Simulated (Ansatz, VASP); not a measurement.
## Two plane-wave programs on Ti2Al5Ni3

```
Ti Al Ni
1.0
     2.87075    0.00014    0.00004
     0.00014    2.87089    0.00005
    -0.00082    0.00080   16.70465
Ti Al Ni
2 5 3
Direct
  0.49998 0.49993 0.38062
  0.49995 0.50006 0.61935
  0.00000 0.99999 0.91277
  0.99999 0.00002 0.08725
  0.00005 0.99986 0.26188
  0.99996 0.00006 0.50000
  0.00000 0.00004 0.73812
  0.50005 0.49999 0.00001
  0.50012 0.49991 0.17431
  0.49989 0.50014 0.82571
```

Change from the starting cell: cell x1, atoms moved at random (sigma 0.1 Å) and cell strained at random (1.5 %), then relaxed without symmetry.

Alike in both runs: functional PBE; k mesh 8 × 8 × 2; occupations gaussian, width 0.2 eV; no spin polarisation.

Ansatz relaxed the structure, and its values are those at the end. VASP's run is a single point on that final structure, the one shown.

```csv
,VASP,Ansatz
version,VASP 6.6.1,Ansatz 0.2.0
potentials or method,"VASP PAW PBE potentials, release 64 (Ti_sv, Al, Ni), cutoff 520 eV","scalar-relativistic, plane waves, PAW"
valence electrons in the cell,69,93
```

VASP gave:

| Property | Result |
| --- | --- |
| gap on the k mesh at the Fermi level (eV) | none |
| pressure (GPa) | 0.0 |
| rms of the force components (eV/Å) | 0.007 |

Question: Estimate Ansatz's values.

Answer: gap on the k mesh at the Fermi level (eV): none; pressure (GPa): 0.0; rms of the force components (eV/Å): 0.008.

A gap of «none» marks a metal or a gap that the smearing closes. With one functional, cell and mesh, what is left measures potentials, basis and numerics. VASP's potentials hold 69 valence electrons a cell and Ansatz's 93, so a difference there can come from the potentials and not from the codes.
